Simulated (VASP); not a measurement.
Wanted: the native input for a VASP 6.6.1 run.

```yaml
Task: single point
Functional: PBE
Potentials_or_basis: VASP PAW PBE potentials, release 64 (K_sv, Cl)
Cutoff: 520 eV
k_mesh: 6 × 6 × 4
Occupations: gaussian, width 0.01 eV
Spin: no spin polarisation
Dipole_correction: no
Further_INCAR_settings: ALGO = Normal; EDIFF = 1e-07; NBANDS = 24
```

The structure of KCl lies in POSCAR:

```
KCl
1.0
    5.3438034114      0.0000000000      0.0000000000
   -2.6719017057      4.6278695071      0.0000000000
    0.0000000000      0.0000000000      6.2391671480
K Cl
2 2
Direct
    0.3333333333      0.6666666667     -0.0625000000
    0.6666666667      0.3333333333      0.4375000000
    0.3333333333      0.6666666667      0.4375000000
    0.6666666667      0.3333333333      0.9375000000
```

These files were run (other wordings do the same):

INCAR

```
SYSTEM = KCl
  PREC = Accurate
  ENCUT = 520
  EDIFF = 1E-7
  ISMEAR = 0
  SIGMA = 0.01
  LREAL = .FALSE.
  LASPH = .TRUE.
  NELM = 60
  ALGO = Normal
  ISIF = 2
  LWAVE = .FALSE.
  LCHARG = .FALSE.
  GGA = PE
  NBANDS = 24
```

KPOINTS

```
Automatic mesh
0
G
  6 6 4
  0 0 0
```

Potentials or basis: VASP PAW PBE potentials, release 64 (K_sv, Cl).

Run with:

```console
$ cat potpaw_PBE.64/K_sv/POTCAR potpaw_PBE.64/Cl/POTCAR > POTCAR
$ mpirun -np 1 vasp_std > vasp.out
```

Results of the run:

```yaml
Pressure: 0.5 GPa
Band_gap_on_the_k_mesh: 4.77 eV
```

Wall time 41 s on 1 thread of Intel(R) Xeon(R) 6975P-C (Granite Rapids), on a shared host, peak memory 0.28 GiB.
